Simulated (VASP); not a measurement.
# NiO (R-3m) in VASP: single point with r2SCAN

Aim: the single point of NiO with r2SCAN.

All numbers are computed with VASP 6.6.1; they aren't measurements. Logs are shortened: lines on timing, memory, paths and dates and some standing lists are left out, and cuts for length are marked.

### 1 The cell of the first run

Symmetry: R-3m, No. 166, trigonal system. The conventional cell has a = 2.948 Å, b = 2.948 Å, c = 7.190 Å, α = 90.00°, β = 90.00°, γ = 120.00°. Ni (site symmetry -3m) has 6 O at 2.08 Å within 2.8 Å. Within 2.8 Å of O (site symmetry -3m) lie 6 Ni at 2.08 Å.

### 2 Single point, r2SCAN, collinear spin, antiferromagnetic start

File POSCAR:

```
NiO
1.0
   -2.0725371611     -2.0725371611      4.1568452311
   -4.1568452311     -2.0725371611      2.0725371611
   -2.0725371611     -4.1568452311      2.0725371611
Ni O
2 2
Direct
    0.0000000000      0.0000000000      0.0000000000
    0.5000000000      0.5000000000      0.5000000000
    1.2500000000     -0.7500000000     -0.7500000000
    1.7500000000     -0.2500000000     -0.2500000000
```

File INCAR.step1:

```
ALGO = Normal
EDIFF = 1E-4
ENCUT = 520
GGA = PE
ISMEAR = 0
ISPIN = 2
LASPH = T
LCHARG = F
LMAXMIX = 4
LREAL = F
LWAVE = T
MAGMOM = 1.74 -1.74 0 0
NBANDS = 28
NELM = 150
PREC = Accurate
SIGMA = 0.05
```

File INCAR.step2:

```
ALGO = Normal
EDIFF = 1E-6
ENCUT = 520
ISIF = 2
ISMEAR = 0
ISPIN = 2
ISTART = 1
LASPH = T
LCHARG = T
LELF = T
LMAXMIX = 4
LMIXTAU = T
LORBIT = 11
LREAL = F
LVHAR = T
LWAVE = F
MAGMOM = 1.74 -1.74 0 0
METAGGA = R2SCAN
NBANDS = 28
NELM = 150
PREC = Accurate
SIGMA = 0.05
```

File KPOINTS:

```
k-points
0
Gamma
  10 10 10
```

Potentials or basis: VASP PAW PBE potentials, release 64 (Ni, O).

On the command line:

```console
$ cat potpaw_PBE.64/Ni/POTCAR potpaw_PBE.64/O/POTCAR > POTCAR
$ cp INCAR.step1 INCAR
$ mpirun -np 1 vasp_std > vasp.out
$ cp INCAR.step2 INCAR
$ mpirun -np 1 vasp_std > vasp.out
```

OUTCAR:

```text
EDIFF = 1E-6
   ENCUT = 520
   ISIF = 2
   ISMEAR = 0
   ISPIN = 2
   ISTART = 1
   LASPH = T
   LORBIT = 11
   LREAL = F
   METAGGA = R2SCAN
   NELM = 150
   PREC = Accurate

 ion  position               nearest neighbor table
   1  0.000  0.000  0.000-   4 2.08   4 2.08   4 2.08   3 2.08   3 2.08   3 2.08   2 2.94   2 2.94
                             2 2.94   2 2.94   2 2.94   2 2.94
   2  0.500  0.500  0.500-   3 2.08   3 2.08   3 2.08   4 2.08   4 2.08   4 2.08   1 2.94   1 2.94
                             1 2.94   1 2.94   1 2.94   1 2.94
   3  0.250  0.250  0.250-   1 2.08   1 2.08   1 2.08   2 2.08   2 2.08   2 2.08
   4  0.750  0.750  0.750-   2 2.08   2 2.08   2 2.08   1 2.08   1 2.08   1 2.08

  LATTYP: Found a trigonal (rhomboedric) cell.
 ALAT       =     5.0862739647
 COS(alpha) =     0.8320715336

  Lattice vectors:

 A1 = (  -2.0725371611,  -2.0725371611,   4.1568452311)
 A2 = (  -4.1568452311,  -2.0725371611,   2.0725371611)
 A3 = (  -2.0725371611,  -4.1568452311,   2.0725371611)

Analysis of symmetry for initial positions (statically):
=====================================================================
 Subroutine PRICEL returns following result:

  LATTYP: Found a trigonal (rhomboedric) cell.
 ALAT       =     2.9393393435
 COS(alpha) =     0.4971663139
[... 12 lines left out ...]
 Subroutine GETGRP returns: Found 12 space group operations
 (whereof 12 operations were pure point group operations)
 out of a pool of 12 trial point group operations.

The static configuration has the point symmetry D_3d.

Analysis of symmetry for dynamics (positions and initial velocities):
=====================================================================
 Subroutine PRICEL returns following result:

  LATTYP: Found a trigonal (rhomboedric) cell.
 ALAT       =     2.9393393435
 COS(alpha) =     0.4971663139
[... 12 lines left out ...]
 Subroutine GETGRP returns: Found 12 space group operations
 (whereof 12 operations were pure point group operations)
 out of a pool of 12 trial point group operations.

The dynamic configuration has the point symmetry D_3d.

Analysis of structural, dynamic, and magnetic symmetry:
=====================================================================
 Subroutine PRICEL returns following result:

  LATTYP: Found a trigonal (rhomboedric) cell.
 ALAT       =     2.9393393435
 COS(alpha) =     0.4971663139
[... 12 lines left out ...]
 Subroutine GETGRP returns: Found 12 space group operations
 (whereof 12 operations were pure point group operations)
 out of a pool of 12 trial point group operations.

The overall configuration has the point symmetry D_3d.

 Subroutine INISYM returns: Found 12 space group operations
 (whereof 12 operations are pure point group operations),
 and found     2 'primitive' translations

----------------------------------------------------------------------------------------

                                     Primitive cell

  volume of cell :      18.0332

  direct lattice vectors                    reciprocal lattice vectors
    -2.078422616  0.005885454  2.078422616    -0.240227889  0.239547637  0.240227889
    -2.078422616 -2.078422616 -0.005885454    -0.240227889 -0.240227889 -0.239547637
     0.005885454 -2.078422616  2.078422616     0.239547637 -0.240227889  0.240227889

  length of vectors
     2.939339343  2.939339343  2.939339343     0.415694536  0.415694536  0.415694536

  position of ions in fractional coordinates (direct lattice)
     0.000000000  0.000000000  0.000000000
     0.500000000  0.500000000  0.500000000

  ion indices of the primitive-cell ions
   primitive index   ion index
                 1           1
                 2           3

----------------------------------------------------------------------------------------

 KPOINTS: k-points

Automatic generation of k-mesh.
 Grid dimensions read from file:
 generate k-points for:   10   10   10

 Generating k-lattice:

  Cartesian coordinates                     Fractional coordinates (reciprocal lattice)
     0.011977382  0.011977382  0.036000171     0.100000000  0.000000000  0.000000000
    -0.036000171  0.011977382 -0.011977382     0.000000000  0.100000000  0.000000000
     0.011977382 -0.036000171 -0.011977382     0.000000000  0.000000000  0.100000000

  Length of vectors
     0.039786023  0.039786023  0.039786023

  Shift w.r.t. Gamma in fractional coordinates (k-lattice)
     0.000000000  0.000000000  0.000000000

 Subroutine IBZKPT returns following result:
 ===========================================

 Found    116 irreducible k-points:

 Following reciprocal coordinates:
            Coordinates               Weight
  0.000000  0.000000  0.000000      1.000000
  0.100000  0.000000  0.000000      6.000000
  0.200000  0.000000  0.000000      6.000000
  0.300000 -0.000000 -0.000000      6.000000
  0.400000 -0.000000 -0.000000      6.000000
  0.500000 -0.000000 -0.000000      3.000000
[... 16 lines left out ...]
  0.300000  0.300000 -0.000000      6.000000
  0.400000  0.300000 -0.000000     12.000000
 [... further k-points ...]
   k-points           NKPTS =    116   k-points in BZ     NKDIM =    116   number of bands    NBANDS=     28
   number of dos      NEDOS =    301   number of ions     NIONS =      4
   total plane-waves  NPLWV =  64000
   dimension x,y,z NGX =    40 NGY =   40 NGZ =   40
   dimension x,y,z NGXF=    80 NGYF=   80 NGZF=   80
   ions per type =               2   2
   NGX,Y,Z   is equivalent  to a cutoff of  13.07, 13.07, 13.07 a.u.
   NGXF,Y,Z  is equivalent  to a cutoff of  26.15, 26.15, 26.15 a.u.
 SYSTEM =  unknown system
   PREC   = accura    normal or accurate (medium, high low for compatibility)
   ISTART =      1    job   : 0-new  1-cont  2-samecut
   ICHARG =      0    charge: 1-file 2-atom 10-const
   ISPIN  =      2    spin polarized calculation?
   LNONCOLLINEAR =      F non collinear calculations
   LSORBIT =      F    spin-orbit coupling
   LASPH  =      T    aspherical Exc in radial PAW
   ENCUT  =  520.0 eV  38.22 Ry    6.18 a.u.   9.46  9.46  9.46*2*pi/ulx,y,z
   NELM   =    150;   NELMIN=  2; NELMDL=  0     # of ELM steps
   EDIFF  = 0.1E-05   stopping-criterion for ELM
   LREAL  =      F    real-space projection
   EDIFFG = 0.1E-04   stopping-criterion for IOM
   NSW    =      0    number of steps for IOM
   IBRION =     -1    ionic relax: 0-MD 1-quasi-New 2-CG
   NFREE  =      0    steps in history (QN), initial steepest desc. (CG)
   ISIF   =      2    stress and relaxation
   ISYM   =      2    0-nonsym 1-usesym 2-fastsym
   POTIM  = 0.5000    time-step for ionic-motion
   TEBEG  =    0.0;   TEEND  =   0.0 temperature during run
   PSTRESS=    0.0 pullay stress
   NELECT =      32.0000    total number of electrons
   NUPDOWN=      -1.0000    fix difference up-down
   EMIN   =  10.00;   EMAX   =-10.00  energy-range for DOS
   EFERMI =   0.00;   METHOD = LEGACY
   ISMEAR =     0;   SIGMA  =   0.05  broadening in eV -4-tet -1-fermi 0-gaus
   EFERMI_NEDOS =   21; number of points for ismear=-14 and -15
   IALGO  =     38    algorithm
   IMIX   =      4    mixing-type and parameters
     AMIX     =   0.40;   BMIX     =  1.00
     AMIX_MAG =   1.60;   BMIX_MAG =  1.00
  volume/ion in A,a.u.               =       9.02        60.85
  Fermi-wavevector in a.u.,A,eV,Ry     =   1.573104  2.972735 33.669733  2.474656
  Thomas-Fermi vector in A             =   2.674438
   LORBIT       =     11    0 simple, 1 ext, 2 COOP (PROOUT), +10 PAW based schemes
   METAGGA = R2SCAN    functional components
   LHFCALC =     F    Hartree Fock is set to
   AEXX    =    0.0000 exact exchange contribution
   IVDW    =     0    specifies the selected vdW correction
   LEPSILON=     F    determine dielectric tensor
   LRPA    =     F    only Hartree local field effects (RPA)
 spin polarized calculation
 Gauss-broadening in eV      SIGMA  =   0.05
  energy-cutoff  :      520.00
  volume of cell :       36.07
 maximum number of plane-waves:      1007
 NGX is ok and might be reduce to    40
   NGX = 19   NGY = 19   NGZ = 19

 number of electron      32.0000011 magnetization       0.0000000

 number of electron      32.0000011 magnetization      -0.0000000

 Free energy of the ion-electron system (eV)
  ---------------------------------------------------
  ext. energy  EPLUGINS =         0.00000000
  ---------------------------------------------------
  free energy    TOTEN  =       -40.56350158 eV

  energy without entropy =      -40.56350158  energy(sigma->0) =      -40.56350158

 E-fermi :   7.2409     XC(G=0): -13.4732

 val. band max:        6.9342612478   @ k =   0.4000   0.4000   0.3000
 cond. band min:       9.2465555227   @ k =   0.5000   0.3000   0.3000
 fundamental gap:      2.3122942749
 Fermi energy:         7.2408648387

 spin component 1

 k-point     1 :       0.0000    0.0000    0.0000
  band No.  band energies     occupation
      1     -13.3670      1.00000
      2     -11.9597      1.00000
      3      -0.4193      1.00000
      4       1.9479      1.00000
      5       1.9479      1.00000
      6       4.8581      1.00000
[... 733 lines left out ...]
     27      27.4412      0.00000
     28      30.3794      0.00000

 [... further k-points ...]

 spin component 2

 k-point     1 :       0.0000    0.0000    0.0000
  band No.  band energies     occupation
      1     -13.3670      1.00000
      2     -11.9597      1.00000
      3      -0.4193      1.00000
      4       1.9479      1.00000
      5       1.9479      1.00000
      6       4.8581      1.00000
[... 733 lines left out ...]
     27      27.4412      0.00000
     28      30.3794      0.00000

 [... further k-points ...]
[... 5 lines left out ...]
  --------------------------------------------------------------------------------------
  -------------------------------------------------------------------------------------
  Total        0.0123802      0.0123802      0.0123802      0.0064920     -0.0064920     -0.0064920
  in kB        0.5499664      0.5499664      0.5499664      0.2883936     -0.2883936     -0.2883936
  external PRESSURE =       0.5499664 kB  Pullay stress =       0.0000000 kB

 VOLUME and BASIS-vectors are now :
 -----------------------------------------------------------------------------
  energy-cutoff  :      520.00
  volume of cell :       36.07
      direct lattice vectors                 reciprocal lattice vectors
    -2.072537161 -2.072537161  4.156845231     0.119773819  0.119773819  0.360001707
    -4.156845231 -2.072537161  2.072537161    -0.360001707  0.119773819 -0.119773819
    -2.072537161 -4.156845231  2.072537161     0.119773819 -0.360001707 -0.119773819

 POSITION                                       TOTAL-FORCE (eV/Angst)
 -----------------------------------------------------------------------------------
      0.00000      0.00000      0.00000        -0.000000     -0.000000     -0.000000
     -4.15096     -4.15096      4.15096         0.000000     -0.000000     -0.000000
     -2.07548     -2.07548      2.07548         0.000000      0.000000      0.000000
     -6.22644     -6.22644      6.22644        -0.000000     -0.000000      0.000000
 -----------------------------------------------------------------------------------
    total drift:                                0.000000      0.000000      0.000000

  FREE ENERGIE OF THE ION-ELECTRON SYSTEM (eV)
  ---------------------------------------------------
  free  energy   TOTEN  =       -40.5635015784 eV

  energy  without entropy=      -40.5635015784  energy(sigma->0) =      -40.56350158

 total charge

# of ion       s       p       d       tot
------------------------------------------
    1        0.336   0.423   8.210   8.969
    2        0.336   0.423   8.210   8.969
    3        1.560   3.481   0.000   5.041
    4        1.560   3.481   0.000   5.041
--------------------------------------------------
tot          3.792   7.808  16.420  28.020

 magnetization (x)

# of ion       s       p       d       tot
------------------------------------------
    1       -0.007  -0.012   1.576   1.556
    2        0.007   0.012  -1.576  -1.556
    3        0.000   0.000   0.000   0.000
    4        0.000   0.000   0.000   0.000
--------------------------------------------------
tot          0.000   0.000   0.000   0.000
```

It took 63 min on 1 thread of AMD EPYC 7R43 (Zen 3), shared host; peak memory 0.38 GiB.

Results:

| Item | Value |
| --- | --- |
| Free energy | -40.5635 eV |
| Pressure | 0.1 GPa |
| Band gap on the k mesh | 2.31 eV |
| Net moment | 0.00 μB per cell |
| Site moments | Ni +1.56, -1.56; O +0.00 μB |
| Valence electrons inside the program's atomic spheres | Ni 8.97; O 5.04 |

Caveat: the PAW data sets were made with another functional, which shifts forces and pressure a little. r2SCAN opens gaps a little over a GGA but as a rule still falls short of measured ones.
